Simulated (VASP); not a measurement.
Wanted: the native input for a VASP 6.6.1 run.

```yaml
Task: single point
Functional: r2SCAN
Dispersion: D3(BJ)
Potentials_or_basis: VASP PAW PBE potentials, release 64 (Cu, O)
Cutoff: 520 eV
k_mesh: 9 × 9 × 5
Occupations: fermi-dirac, width 0.05 eV
Spin: no spin polarisation
Dipole_correction: no
Further_INCAR_settings: ALGO = Normal; EDIFF = 1e-06; NBANDS = 25
```

Crystal: CuO.

```
Cu O
1.0
     2.03096   -2.03962    0.00000
     2.03096    2.03962    0.00000
     0.00000    0.00000    5.11869
Cu O
2 2
Cartesian
  1.0155 -1.0198 0.0000
  1.0155 1.0198 2.5593
  2.0310 0.0000 1.2797
  2.0310 0.0000 3.8390
```

One way to write it, as run:

POSCAR

```
CuO
1.0
    2.0309573692     -2.0396220817      0.0000000000
    2.0309573692      2.0396220817      0.0000000000
    0.0000000000      0.0000000000      5.1186930331
Cu O
2 2
Direct
    0.5000000000      0.0000000000      0.0000000000
    0.0000000000      0.5000000000      0.5000000000
    0.5000000000      0.5000000000      0.2500000000
    0.5000000000      0.5000000000      0.7500000000
```

INCAR.step1

```
PREC = Accurate
ENCUT = 520
ISMEAR = -1
SIGMA = 0.05
LREAL = F
LASPH = T
NELM = 100
NBANDS = 25
GGA = PE
ALGO = Normal
EDIFF = 1E-4
LWAVE = T
LCHARG = F
```

INCAR.step2

```
PREC = Accurate
ENCUT = 520
EDIFF = 1E-6
ISMEAR = -1
SIGMA = 0.05
LREAL = F
LASPH = T
NELM = 100
ALGO = Normal
ISIF = 2
LWAVE = F
LCHARG = F
METAGGA = R2SCAN
LMIXTAU = T
IVDW = 12
VDW_S6 = 1.0
VDW_S8 = 0.78981345
VDW_A1 = 0.49484001
VDW_A2 = 5.73083694
NBANDS = 25
ISTART = 1
```

KPOINTS

```
Automatic mesh
0
Gamma
  9 9 5
```

Potentials or basis: VASP PAW PBE potentials, release 64 (Cu, O).

Command:

```sh
$ cat potpaw_PBE.64/Cu/POTCAR potpaw_PBE.64/O/POTCAR > POTCAR
$ cp INCAR.step1 INCAR
$ mpirun -np 1 vasp_std > vasp.out
$ cp INCAR.step2 INCAR
$ mpirun -np 1 vasp_std > vasp.out
```

Results of the run:

- Pressure: 1.0 GPa
- Band gap on the k mesh: zero (bands 17 and 18 overlap by 0.97 eV)
- Dispersion energy per atom: -0.128 eV

Caveat: the PAW data sets were made with another functional, which shifts forces and pressure a little; semilocal functionals often make such compounds metallic where correlation or magnetic order opens a gap, which also shifts bond lengths.

Wall time 3.2 min on 1 thread of Intel(R) Xeon(R) Platinum 8488C (Sapphire Rapids), on a shared host, peak memory 0.22 GiB.
